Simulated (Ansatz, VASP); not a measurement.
# H2CO in VASP and in Ansatz

```
CELL_PARAMETERS angstrom
8.18824 0.00000 0.00000
0.00000 8.18824 0.00000
0.00000 0.00000 8.18824
ATOMIC_POSITIONS crystal
O 0.45654 0.16769 0.54380
O 0.57067 0.82500 0.75212
O 0.31360 0.39384 0.02272
O 0.02112 0.07403 0.42750
O 0.81206 0.49938 0.97733
O 0.78130 0.05377 0.96595
O 0.66459 0.86451 0.34928
O 0.28085 0.83964 0.06372
O 0.34830 0.61217 0.44310
O 0.00838 0.55278 0.59938
C 0.37108 0.05129 0.50904
C 0.70258 0.76194 0.72784
C 0.42441 0.49079 0.04023
C 0.90582 0.16546 0.44795
C 0.94055 0.42477 0.97435
C 0.64766 0.08875 0.90955
C 0.67875 0.81105 0.21160
C 0.13825 0.87472 0.08080
C 0.41129 0.51086 0.53170
C 0.07913 0.68133 0.57431
H 0.36404 0.00348 0.38251
H 0.29865 0.98674 0.60399
H 0.81777 0.81888 0.77315
H 0.71568 0.64510 0.66039
H 0.50207 0.52986 0.93585
H 0.45306 0.54654 0.16088
H 0.78024 0.11832 0.47299
H 0.92243 0.30081 0.44249
H 0.95804 0.30937 0.04367
H 0.04617 0.46729 0.90055
H 0.63423 0.15639 0.79283
H 0.53168 0.05993 0.97409
H 0.58138 0.82778 0.11829
H 0.78773 0.73934 0.17211
H 0.07690 0.97364 0.00991
H 0.06113 0.80735 0.17118
H 0.53485 0.46104 0.50655
H 0.34864 0.46075 0.64131
H 0.16411 0.73414 0.66661
H 0.05645 0.75718 0.46435
```

Alike in both runs: functional PBE; dispersion D3(BJ); k mesh 1 × 1 × 1; occupations fermi-dirac, width 0.02 eV; no spin polarisation.

Ansatz relaxed the structure, and its values are those at the end. VASP's run is a single point on that final structure, the one shown.

|  | VASP | Ansatz |
| --- | --- | --- |
| version | VASP 6.6.1 | Ansatz 0.2.0 |
| potentials or method | VASP PAW PBE potentials, release 64 (O_h, C_h, H_h), cutoff 1000 eV | scalar-relativistic, plane waves, PAW |
| valence electrons in the cell | 120 | 120 |

```csv
,VASP,Ansatz,Ansatz less VASP
rms of the force components (eV/Å),0.056,0.057,+0.0015
```
